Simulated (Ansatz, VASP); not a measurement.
# NiO in VASP and in Ansatz

File INCAR:

```
SYSTEM = NiO
PREC = Accurate ; ENCUT = 520
EDIFF = 1E-6 ; ISMEAR = 0
SIGMA = 0.1 ; LREAL = .FALSE.
LASPH = .TRUE. ; NELM = 150
ALGO = Normal ; ISIF = 2
LWAVE = .FALSE. ; LCHARG = .TRUE.
ISPIN = 2 ; MAGMOM = 1.6 0.32
LORBIT = 11 ; LMAXMIX = 4
GGA = PE ; LELF = .TRUE.
LVHAR = .TRUE. ; NBANDS = 19
```

The input KPOINTS:

```
Automatic mesh
0
G
  18 18 18
  0 0 0
```

File POSCAR:

```
NiO
1.0
    0.0000000000      2.1762282511      2.1762282511
    2.1762282511      0.0000000000      2.1762282511
    2.1762282511      2.1762282511      0.0000000000
Ni O
1 1
Direct
    0.0000000000      0.0000000000      0.0000000000
    0.5000000000      0.5000000000      0.5000000000
```

Input for Ansatz:

```yaml
crystal:
  lattice:
    - [0.0, 2.1762282301, 2.1762282301]
    - [2.1762282301, 0.0, 2.1762282301]
    - [2.1762282301, 2.1762282301, 0.0]
  atoms:
    - { symbol: Ni, position: [0.0, 0.0, 0.0], spin: 1.6 }
    - { symbol: O, position: [0.5, 0.5, 0.5], spin: 0.32 }
basis:
  ecutwfc: 420
kpoints:
  mp_grid: { grid: [18, 18, 18] }
hamiltonian:
  xc: pbe
scf:
  occupations: { method: gaussian, width: 0.1 }
output:
  forces: true
  stress: true
  eigenvalues: true
  populations: true
magnetization:
  spin_polarized: true
```

Alike in both runs: task single point; functional PBE; k mesh 18 × 18 × 18; occupations gaussian, width 0.1 eV; collinear spin.

```csv
,VASP,Ansatz
version,VASP 6.6.1,Ansatz 0.2.0
potentials or method,"VASP PAW PBE potentials, release 64 (Ni, O), cutoff 520 eV","scalar-relativistic, plane waves, PAW"
valence electrons in the cell,16,24
```

|  | VASP | Ansatz | Ansatz less VASP |
| --- | --- | --- | --- |
| gap on the k mesh at the Fermi level (eV) | none | none | - |
| pressure (GPa) | -13.7 | -13.4 | +0.28 |
| net moment per atom (μB) | 0.96 | 0.97 | +0.008 |
| size of the moment on the site where the two differ most (μB) | 0.31 | 0.33 | +0.022 |

Site moments also hang on the region over which each program counts them. A gap of «none» marks a metal or a gap that the smearing closes. With one functional, cell and mesh, what is left measures potentials, basis and numerics. VASP's potentials hold 16 valence electrons a cell and Ansatz's 24, so a difference there can come from the potentials and not from the codes.
